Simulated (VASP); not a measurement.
The system is CoO.

```
Co O
1.0
    -1.50800    1.50800    2.10725
     1.50800   -1.50800    2.10725
     1.50800    1.50800   -2.10725
Co O
1 1
Direct
  0.00000 0.00000 0.00000
  0.50000 0.50000 0.00000
```

```yaml
Program: VASP 6.6.1
Task: relaxation of cell and atoms
Functional: PBE
Potentials_or_basis: VASP PAW PBE potentials, release 64 (Co, O)
Cutoff: 600 eV
k_mesh: 12 × 12 × 12
Occupations: fermi-dirac, width 0.05 eV
Spin: collinear spin, ferromagnetic start
Starting_moments: "[2.0, 0.0] μB"
Hubbard_terms: Co d U = 4.0 eV
```

At the start: pressure 0.1 GPa; volume 9.58 Å³/atom.

Question: How do energy, volume and symmetry change on relaxing?

Answer: Over 6 steps the energy falls by 9.5 meV/atom and the volume is 9.66 Å³/atom (+0.8 %); space group Fm-3m (No. 225, to 0.1 Å) before, I4/mmm (No. 139, to 0.1 Å); moment 3.00 μB per cell.

The path:
| step | energy change (eV) | largest force (eV/Å) | pressure (GPa) | volume (Å³) |
| --- | --- | --- | --- | --- |
| 1 | 0.0000 | 0.0000 | 0.07 | 19.17 |
| 2 | -0.0115 | 0.0000 | 0.20 | 19.18 |
| 3 | -0.0184 | 0.0000 | 1.18 | 19.18 |
| 4 | -0.0184 | 0.0000 | 1.30 | 19.18 |
| 5 | -0.0185 | 0.0000 | -1.23 | 19.46 |
| 6 | -0.0190 | 0.0000 | 0.02 | 19.32 |

Final structure:
```
CELL_PARAMETERS angstrom
-1.54201 1.54201 2.03145
1.54201 -1.54201 2.03145
1.54201 1.54201 -2.03145
ATOMIC_POSITIONS crystal
Co 0.00000 0.00000 0.00000
O 0.50000 0.50000 0.00000
```

Caveat: a cell with one magnetic atom can't hold antiferromagnetic order, which such compounds often take.
